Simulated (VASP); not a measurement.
PtSe2, a slab with vacuum:

```
CELL_PARAMETERS angstrom
3.70690 0.00000 0.00000
-1.85345 3.21027 0.00000
0.00000 0.00000 31.12150
ATOMIC_POSITIONS crystal
Se 0.66667 0.33333 0.45743
Se 0.33333 0.66667 0.54257
Pt 0.00000 0.00000 0.50000
```

Base run:

* Program: VASP 6.6.1
* Functional: r2SCAN
* Potentials or basis: VASP PAW PBE potentials, release 64 (Se, Pt)
* Cutoff: 520 eV
* k mesh: 9 × 9 × 1
* Occupations: gaussian, width 0.02 eV
* Spin: no spin polarisation

Its results: band gap on the k mesh 1.57 eV (least direct gap 1.81 eV); largest force 0.097 eV/Å.

Problem. The run is repeated on the same cell with these changes: functional from r2SCAN to PBE. What comes out?

Solution. Band gap on the k mesh 1.35 eV (least direct gap 1.58 eV); largest force 0.073 eV/Å.

Caveats: spin-orbit coupling is left out, which moves the levels of the heavy elements; the PAW data sets were made with another functional, which shifts forces and pressure a little (at least some runs).

A k mesh can miss the band edges.
